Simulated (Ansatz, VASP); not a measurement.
## GaN: VASP beside Ansatz

File POSCAR:

```
GaN
1.0
    2.9672035353      0.0000000000      0.0000000000
   -1.4836017677      2.5696736398      0.0000000000
    0.0000000000      0.0000000000      5.0329255188
Ga N
2 2
Direct
    0.0000000000      0.0000000000      0.0000000000
    0.0000000000      0.0000000000      0.5000000000
    0.3333333333      0.6666666667      0.2500000000
    0.6666666667      0.3333333333      0.7500000000
```

The input INCAR.step1:

```
SYSTEM = GaN
  PREC = Accurate
  ENCUT = 520
  ISMEAR = 0
  SIGMA = 0.01
  LREAL = .False.
  LASPH = .True.
  NELM = 80
  NBANDS = 26
  GGA = PE
  ALGO = Normal
  EDIFF = 1E-4
  LWAVE = .True.
  LCHARG = .False.
```

Contents of INCAR.step2:

```
SYSTEM = GaN
  PREC = Accurate
  ENCUT = 520
  EDIFF = 1E-6
  ISMEAR = 0
  SIGMA = 0.01
  LREAL = .False.
  LASPH = .True.
  NELM = 80
  ALGO = Normal
  ISIF = 2
  LWAVE = .False.
  LCHARG = .True.
  METAGGA = R2SCAN
  LMIXTAU = .True.
  LELF = .True.
  LVHAR = .True.
  NBANDS = 26
  ISTART = 1
```

File KPOINTS:

```
regular mesh
0
Gamma
  9 9 4
  0 0 0
```

Input for Ansatz:

```yaml
crystal:
  lattice:
    - [2.9672035353, 0.0, 0.0]
    - [-1.4836017677, 2.5696736398, 0.0]
    - [0.0, 0.0, 5.0329255188]
  atoms:
    - { symbol: Ga, position: [0.0, 0.0, 0.0] }
    - { symbol: Ga, position: [0.0, 0.0, 0.5] }
    - { symbol: "N", position: [0.3333333333, 0.6666666667, 0.25] }
    - { symbol: "N", position: [0.6666666667, 0.3333333333, 0.75] }
kpoints:
  mp_grid: { grid: [9, 9, 4] }
hamiltonian:
  xc: r2scan
scf:
  occupations: { method: fixed }
  n_extra_bands: 5
output:
  forces: true
  stress: true
  eigenvalues: true
```

Alike in both runs: task single point; functional r2SCAN; k mesh 9 × 9 × 4; no spin polarisation.

|  | VASP | Ansatz |
| --- | --- | --- |
| version | VASP 6.6.1 | Ansatz 0.2.0 |
| potentials or method | VASP PAW PBE potentials, release 64 (Ga_d, N) | plane waves, PAW |
| plane-wave cutoff (eV) | 520 | 500 |
| occupations | gaussian, width 0.01 eV | fixed |
| valence electrons in the cell | 36 | 36 |

|  | VASP | Ansatz | Ansatz less VASP |
| --- | --- | --- | --- |
| gap on the k mesh at the Fermi level (eV) | 1.89 | 1.91 | +0.028 |
| pressure (GPa) | 1.1 | 0.0 | -1.12 |
| traceless stress, the component that is largest in VASP (GPa) | 0.05 | 0.00 | -0.056 |

VASP's potentials were made for PBE, not for r2SCAN.
